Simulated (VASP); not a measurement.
# Si8O15 (a cell with a defect) in VASP: a series of runs, part 2 of 2

VASP 6.6.1. Earlier steps stand in the parts before.

## 4. Single point, PBE, collinear spin

INCAR

```
PREC     = Accurate       # precision mode
ENCUT    = 520            # plane-wave cutoff, eV
EDIFF    = 1E-7           # SCF threshold, eV
ISMEAR   = 0              # smearing method
SIGMA    = 0.02           # smearing width, eV
LREAL    = Auto         
LASPH    = True           # aspherical terms in the spheres
NELM     = 150            # most SCF steps
ALGO     = Normal         # electronic algorithm
ISIF     = 2              # what is computed and relaxed
LWAVE    = False          # write WAVECAR
LCHARG   = False          # write CHGCAR
ISPIN    = 2              # spin polarisation
MAGMOM   = 0 0 0 0 0 0 0 0 0 0 0 0 0 0 0 0 0 0 0 0 0 0.05 0 # initial moments
LORBIT   = 11             # projections on sites
GGA      = PE             # functional
NBANDS   = 82             # bands
NELECT   = 121.0
```

KPOINTS

```
Automatic mesh
0
Gamma
  2 2 3
```

POSCAR

```
Si8O15
1.0
   -4.1564000000     -4.1564000000      0.0000000000
    4.1564000000     -4.1564000000      0.0000000000
    0.0000000000      0.0000000000      5.3204000000
Si O
8 15
Direct
    0.5000000000      0.4938805216      0.0071069844
    0.0000000000      0.5050890193      0.2500000000
    0.5000000000      0.4938805216      0.4928930156
    0.0000000000      0.5028931287      0.7500000000
    0.0000000000      0.0002054663     -0.0015807082
    0.5000000000     -0.0087982389      0.2500000000
    0.0000000000      0.0002054663      0.5015807082
    0.5000000000      0.0212419401      0.7500000000
    0.1984432442      0.5047867145     -0.0026669047
    0.0000000000      0.1974817149      0.2500000000
    0.8015567558      0.5047867145     -0.0026669047
    0.0000000000      0.8074670388      0.2500000000
    0.1984432442      0.5047867145      0.5026669047
    0.0000000000      0.1971071119      0.7500000000
    0.8015567558      0.5047867145      0.5026669047
    0.0000000000      0.8056185641      0.7500000000
    0.6921618468     -0.0078682273     -0.0053646342
    0.5000000000      0.6917019536      0.2500000000
    0.3078381532     -0.0078682273     -0.0053646342
    0.5000000000      0.2976332884      0.2500000000
    0.6921618468     -0.0078682273      0.5053646342
    0.5000000000      0.3146186604      0.7500000000
    0.3078381532     -0.0078682273      0.5053646342
```

On the command line:

```
$ cat potpaw_PBE.64/Si/POTCAR potpaw_PBE.64/O/POTCAR > POTCAR
$ mpirun -np 1 vasp_std > vasp.out
```

Wall time 13 min (1 thread of Oxide Virtual Turin-like, shared host); peak memory 0.39 GiB.

The run converged. Its results:

- Free energy: -183.4551 eV
- Largest force: 0.050 eV/Å
- Net moment: 1.00 μB per cell
- Site moments: Si +0.08, +0.01, -0.00, +0.00, +0.03; O +0.02, +0.01, +0.00, -0.00, +0.05 μB
- Valence electrons inside the program's atomic spheres: Si 1.47, 1.43, 1.46, 1.45, 1.50; O 5.23, 5.21, 5.25, 5.24, 5.26, 5.27

Forces in eV/Å, atoms in the order of the input:
```
Si   0.018 -0.018 -0.042
Si   0.007 -0.007  0.000
Si   0.018 -0.018  0.042
Si  -0.003  0.003  0.000
Si  -0.006  0.006  0.004
Si  -0.003  0.003  0.000
Si  -0.006  0.006 -0.004
Si   0.020 -0.020  0.000
O   -0.006 -0.005  0.000
O    0.009 -0.009  0.000
O    0.005  0.006  0.000
O   -0.010  0.010  0.000
O   -0.006 -0.005  0.000
O    0.014 -0.014  0.000
O    0.005  0.006  0.000
O   -0.013  0.013  0.000
O   -0.018 -0.012 -0.002
O    0.020 -0.020  0.000
O    0.012  0.018 -0.002
O   -0.035  0.035  0.000
O   -0.018 -0.012  0.002
O   -0.014  0.014  0.000
O    0.012  0.018  0.002
```

Levels at points of the mesh, in eV from the Fermi level:
Spin up:
| k point | band 58 | band 59 | band 60 | band 61 | band 62 | band 63 | band 64 | band 65 |
| --- | --- | --- | --- | --- | --- | --- | --- | --- |
| (0.00, 0.00, 0.00) | -2.84 | -2.54 | -1.69 | -1.08 | 3.91 | 4.03 | 4.88 | 5.49 |
| (0.50, 0.00, 0.00) | -3.10 | -2.64 | -2.57 | -0.30 | 4.10 | 4.77 | 5.13 | 5.76 |
| (0.00, 0.50, 0.00) | -3.09 | -2.46 | -2.24 | -0.74 | 3.48 | 4.02 | 5.62 | 6.01 |
| (0.50, 0.50, 0.00) | -2.83 | -2.67 | -2.67 | -0.47 | 3.83 | 4.75 | 5.94 | 6.48 |
Spin down:
```csv
k point,band 57,band 58,band 59,band 60,band 61,band 62,band 63,band 64
"(0.00, 0.00, 0.00)",-3.04,-2.77,-2.52,-1.67,0.43,4.47,4.90,4.97
"(0.50, 0.00, 0.00)",-3.33,-3.07,-2.61,-2.46,1.17,4.68,5.24,5.85
"(0.00, 0.50, 0.00)",-3.16,-3.07,-2.44,-2.22,0.74,3.97,4.96,5.64
"(0.50, 0.50, 0.00)",-2.96,-2.77,-2.64,-2.60,1.05,4.37,5.86,6.09
```

Caveat: the k points lie up to 0.53 Å⁻¹ apart; the cell carries a net charge on a neutralising background, which shifts energy and pressure; the cell is charged against a uniform background, so pressure and absolute levels hang on convention.

## 5. Single point, PBE, collinear spin

INCAR

```
ALGO = Normal
EDIFF = 1E-6
ENCUT = 520
GGA = PE
ISIF = 2
ISMEAR = 0
ISPIN = 2
LASPH = T
LCHARG = F
LORBIT = 11
LREAL = Auto
LWAVE = F
MAGMOM = 0 0 0 0 0 0 0 0 0 0 0 0 0 0 0 0 0 0 0 0 0 0.05 0
NBANDS = 82
NELECT = 121.0
NELM = 150
PREC = Accurate
SIGMA = 0.02
```

KPOINTS

```
k-points
0
Gamma
  2 2 3
```

POSCAR

```
Si8O15
1.0
   -4.1564000000     -4.1564000000      0.0000000000
    4.1564000000     -4.1564000000      0.0000000000
    0.0000000000      0.0000000000      5.3204000000
Si O
8 15
Direct
    0.5013648831      0.4931885767      0.0206644237
    0.0010952988      0.4992576509      0.2504345538
    0.5013200125      0.4931672842      0.4801996091
    0.0013161630      0.4998916129      0.7504264717
    0.0010735252      0.0019759888      0.0000548831
    0.5011034790      0.0010519921      0.2504328622
    0.0010657059      0.0019777933      0.5008082099
    0.5010071215     -0.0255757386      0.7504341779
    0.1975981619      0.4972216341      0.0049189911
    0.0010411654      0.1937935473      0.2504302308
    0.8044430276      0.4970763160      0.0046960755
    0.0007962419      0.8069758685      0.2504330501
    0.1975892599      0.4972074391      0.4959375235
    0.0011950245      0.1968248965      0.7504317345
    0.8044524107      0.4970642864      0.4961594993
    0.0009314551      0.8050631556      0.7504302308
    0.6929352324      0.0036620633     -0.0043521164
    0.5012554133      0.6990984987      0.2504339899
    0.3091225580      0.0033290829     -0.0042793775
    0.5008627659      0.2983408719      0.2504272235
    0.6929369166      0.0036680781      0.5052185926
    0.5004790203      0.6118756616      0.7504819187
    0.3091201521      0.0033355789      0.5051454778
```

On the command line:

```
$ cat potpaw_PBE.64/Si/POTCAR potpaw_PBE.64/O/POTCAR > POTCAR
$ mpirun -np 1 vasp_std > vasp.out
```

It took 12 min on 1 thread of Oxide Virtual Turin-like, shared host; peak memory 0.39 GiB.

The run converged. Its results:

```
Free energy                                           : -181.7055 eV
Largest force                                         : 5.508 eV/Å
Net moment                                            : 0.00 μB per cell
Valence electrons inside the program's atomic spheres : Si 1.55, 1.49, 1.43, 1.46, 1.47, 1.44; O 5.24, 5.25, 5.23, 5.22, 5.27, 5.31
```

Forces on the atoms (eV/Å):
```
Si  -0.296  0.334 -0.859
Si  -0.078  0.088 -0.003
Si  -0.293  0.325  0.873
Si  -0.052  0.069  0.002
Si  -0.102  0.108 -0.056
Si  -0.277  0.287  0.000
Si  -0.103  0.109  0.056
Si   0.581 -0.575  0.001
O   -0.191  0.123 -0.223
O   -0.094  0.092  0.000
O   -0.129  0.178 -0.218
O   -0.125  0.119  0.000
O   -0.191  0.120  0.225
O   -0.106  0.099  0.001
O   -0.126  0.181  0.219
O   -0.098  0.092  0.000
O   -0.398  0.411 -0.116
O   -0.348  0.343  0.001
O   -0.405  0.393 -0.113
O   -0.233  0.219  0.000
O   -0.400  0.411  0.115
O    3.871 -3.919 -0.018
O   -0.406  0.393  0.111
```

Levels at points of the mesh, in eV from the Fermi level:
Spin up:
| k point | band 59 | band 60 | band 61 | band 62 | band 63 | band 64 |
| --- | --- | --- | --- | --- | --- | --- |
| (0.00, 0.00, 0.00) | -3.86 | -3.06 | -0.74 | 2.94 | 3.37 | 3.66 |
| (0.50, 0.00, 0.00) | -3.86 | -3.69 | -0.20 | 3.21 | 3.62 | 4.19 |
| (0.00, 0.50, 0.00) | -3.90 | -3.45 | -0.35 | 2.15 | 3.56 | 4.19 |
| (0.50, 0.50, 0.00) | -4.01 | -3.91 | -0.18 | 2.40 | 4.22 | 4.95 |
Spin down:
```csv
k point,band 58,band 59,band 60,band 61,band 62,band 63,band 64,band 65
"(0.00, 0.00, 0.00)",-4.15,-3.86,-3.06,-0.74,2.94,3.37,3.66,3.66
"(0.50, 0.00, 0.00)",-4.52,-3.86,-3.69,-0.20,3.21,3.62,4.19,4.26
"(0.00, 0.50, 0.00)",-4.14,-3.90,-3.45,-0.35,2.15,3.56,4.19,4.35
"(0.50, 0.50, 0.00)",-4.26,-4.01,-3.91,-0.18,2.40,4.22,4.95,5.01
```

Caveat: the k points lie up to 0.53 Å⁻¹ apart; the cell carries a net charge on a neutralising background, which shifts energy and pressure; the cell is charged against a uniform background, so pressure and absolute levels hang on convention.

## 6. Single point, PBE, collinear spin

INCAR

```
SYSTEM = Si8O15
ALGO = Normal
EDIFF = 1E-6
ENCUT = 520
GGA = PE
ISIF = 2
ISMEAR = 0
ISPIN = 2
LASPH = .True.
LCHARG = .True.
LELF = .True.
LORBIT = 11
LREAL = Auto
LVHAR = .True.
LWAVE = .False.
MAGMOM = 0 0 0 0 0 0 0 0 0 0 0 0 0 0 0 0 0 0 0 0 0 0.05 0
NBANDS = 82
NELECT = 121.0
NELM = 150
PREC = Accurate
SIGMA = 0.02
```

KPOINTS

```
k-points
0
Gamma
  2 2 3
  0 0 0
```

POSCAR

```
Si8O15
1.0
   -4.1564000000     -4.1564000000      0.0000000000
    4.1564000000     -4.1564000000      0.0000000000
    0.0000000000      0.0000000000      5.3204000000
Si O
8 15
Direct
    0.5013321624      0.4941884804      0.0271083001
    0.0009353046      0.4980554085      0.2503586197
    0.5012744202      0.4941793379      0.4736333734
    0.0012178809      0.4985090463      0.7503578678
    0.0009049899      0.0010813444      0.0003473423
    0.5009451689      0.0019549370      0.2503612510
    0.0008965691      0.0010825474      0.5003719645
    0.5008541045     -0.0333355789      0.7503595594
    0.1972132134      0.4967409297      0.0065402977
    0.0008573525      0.1929009479      0.2503578678
    0.8044109085      0.4965678231      0.0062519735
    0.0005856029      0.8060309402      0.2503603113
    0.1972117698      0.4967313059      0.4941775055
    0.0010296170      0.1959877538      0.7503612510
    0.8044152391      0.4965608459      0.4944652658
    0.0007494466      0.8039185353      0.7503589956
    0.6930123424      0.0056283082     -0.0035142095
    0.5011044413      0.7006850881      0.2503672656
    0.3086987537      0.0052443220     -0.0034418465
    0.5006464729      0.2982037340      0.2503563642
    0.6930110192      0.0056322779      0.5042359597
    0.5000815610      0.5724117024      0.7503685813
    0.3086994755      0.0052493745      0.5041632208
```

Potentials or basis: VASP PAW PBE potentials, release 64 (Si, O).

On the command line:

```
$ cat potpaw_PBE.64/Si/POTCAR potpaw_PBE.64/O/POTCAR > POTCAR
$ mpirun -np 1 vasp_std > vasp.out
```

Run time: 9.1 min. Hardware: 1 thread of Oxide Virtual Turin-like, shared host; peak memory 0.39 GiB.

The run converged. Its results:

```yaml
Free_energy: -180.2764 eV
Largest_force: 4.736 eV/Å
Net_moment: 0.00 μB per cell
Valence_electrons_inside_the_program's_atomic_spheres: Si 1.61, 1.50, 1.42, 1.46, 1.47; O 5.24, 5.25, 5.23, 5.21, 5.28, 5.33, 5.37
```

Forces on the atoms (eV/Å):
```
Si  -0.478  0.518 -0.501
Si  -0.018  0.027  0.000
Si  -0.482  0.515  0.497
Si  -0.040  0.055  0.001
Si  -0.073  0.078 -0.023
Si  -0.197  0.211  0.000
Si  -0.073  0.078  0.022
Si   1.047 -1.039  0.000
O   -0.116  0.085 -0.108
O   -0.055  0.056  0.000
O   -0.093  0.102 -0.104
O   -0.080  0.075  0.000
O   -0.114  0.085  0.109
O   -0.076  0.072  0.001
O   -0.092  0.102  0.103
O   -0.057  0.050  0.000
O   -0.461  0.431 -0.039
O   -0.271  0.269  0.001
O   -0.427  0.455 -0.037
O   -0.280  0.263  0.001
O   -0.462  0.431  0.040
O    3.325 -3.373  0.000
O   -0.427  0.455  0.036
```

Levels at points of the mesh, in eV from the Fermi level:
Spin up:
```
           k point  band 58  band 59  band 60  band 61  band 62  band 63  band 64  band 65
(0.00, 0.00, 0.00)    -4.73    -4.45    -3.73    -0.77     1.57     2.63     2.98     3.54
(0.50, 0.00, 0.00)    -5.14    -4.51    -4.20    -0.30     1.78     2.97     3.50     4.04
(0.00, 0.50, 0.00)    -4.70    -4.48    -4.07    -0.23     0.89     3.37     3.43     3.76
(0.50, 0.50, 0.00)    -4.89    -4.75    -4.47    -0.06     1.03     3.98     4.21     4.31
```
Spin down:
| k point | band 57 | band 58 | band 59 | band 60 | band 61 | band 62 | band 63 | band 64 | band 65 | band 66 |
| --- | --- | --- | --- | --- | --- | --- | --- | --- | --- | --- |
| (0.00, 0.00, 0.00) | -4.96 | -4.73 | -4.45 | -3.73 | -0.77 | 1.57 | 2.63 | 2.98 | 3.54 | 3.86 |
| (0.50, 0.00, 0.00) | -5.41 | -5.14 | -4.51 | -4.20 | -0.30 | 1.78 | 2.97 | 3.50 | 4.04 | 4.10 |
| (0.00, 0.50, 0.00) | -5.23 | -4.70 | -4.48 | -4.07 | -0.23 | 0.89 | 3.37 | 3.43 | 3.76 | 4.27 |
| (0.50, 0.50, 0.00) | -5.06 | -4.89 | -4.75 | -4.47 | -0.06 | 1.03 | 3.98 | 4.21 | 4.31 | 4.59 |

Caveat: the k points lie up to 0.53 Å⁻¹ apart; the cell carries a net charge on a neutralising background, which shifts energy and pressure; the cell is charged against a uniform background, so pressure and absolute levels hang on convention.
